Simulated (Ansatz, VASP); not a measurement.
## One calculation of InP, two programs

Contents of INCAR:

```
ALGO = Normal ; EDIFF = 1E-6
ENCUT = 500 ; GGA = PE
GGA_COMPAT = F ; ISIF = 2
ISMEAR = 0 ; LASPH = T
LCHARG = T ; LELF = T
LREAL = F ; LVHAR = T
LWAVE = F ; NBANDS = 16
NELM = 120 ; PREC = Accurate
SIGMA = 0.01
```

KPOINTS

```
k-points
0
Gamma
  4 4 4
```

POSCAR

```
InP
1.0
    0.0000000000      2.9519763857      2.9519763857
    2.9519763857      0.0000000000      2.9519763857
    2.9519763857      2.9519763857      0.0000000000
In P
1 1
Direct
    0.0000000000      0.0000000000      0.0000000000
    0.2500000000      0.2500000000      0.2500000000
```

Input for Ansatz:

```yaml
crystal:
  lattice:
    - [0.0, 2.9519763857, 2.9519763857]
    - [2.9519763857, 0.0, 2.9519763857]
    - [2.9519763857, 2.9519763857, 0.0]
  atoms:
    - { symbol: In, position: [0.0, 0.0, 0.0] }
    - { symbol: P, position: [0.25, 0.25, 0.25] }
basis:
  ecutwfc: 420
kpoints:
  mp_grid: { grid: [4, 4, 4] }
hamiltonian:
  xc: pbe
scf:
  occupations: { method: fixed }
  mixing: { algorithm: msr1 }
  initial_density: { chi_scale: 0, normalization: atom }
  max_iter: 77
output:
  forces: true
  stress: true
  eigenvalues: true
```

Alike in both runs: task single point; functional PBE; k mesh 4 × 4 × 4; no spin polarisation.

|  | VASP | Ansatz |
| --- | --- | --- |
| version | VASP 6.6.1 | Ansatz 0.2.0 |
| potentials or method | VASP PAW PBE potentials, release 64 (In_d, P), cutoff 500 eV | scalar-relativistic, plane waves, PAW |
| occupations | gaussian, width 0.01 eV | fixed |
| valence electrons in the cell | 18 | 18 |

```csv
,VASP,Ansatz,Ansatz less VASP
gap on the k mesh at the Fermi level (eV),0.58,0.58,+0.003
least direct gap on the mesh (eV),0.58,0.58,+0.003
pressure (GPa),1.9,1.9,+0.05
```

The k mesh is coarse, so the values compare programs but aren't converged.
